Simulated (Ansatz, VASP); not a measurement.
**One calculation of MnO, two programs**

```xyz
2
Lattice="0.0000 2.3595 2.3595 2.3595 0.0000 2.3595 2.3595 2.3595 0.0000" Properties=species:S:1:pos:R:3 pbc="T T T"
Mn    0.0000    0.0000    0.0000
O     1.1797    1.1797    1.1797
```

Change from the starting cell: volume scaled by 0.95.

Alike in both runs: task single point; functional PBE; k mesh 14 × 14 × 14; occupations fermi-dirac, width 0.05 eV; collinear spin.

```csv
,VASP,Ansatz
version,VASP 6.6.1,Ansatz 0.2.0
potentials or method,"VASP PAW PBE potentials, release 64 (Mn_pv, O), cutoff 520 eV","all-electron LAPW, scalar-relativistic"
```

|  | VASP | Ansatz | Ansatz less VASP |
| --- | --- | --- | --- |
| pressure (GPa) | 6.2 | 5.8 | -0.40 |
| net moment per atom (μB) | 2.47 | 2.47 | +0.002 |
| size of the moment on the site where the two differ most (μB) | 4.37 | 4.24 | -0.129 |

Site moments also hang on the region over which each program counts them. Ansatz ran all-electron here, and VASP with PAW potentials.
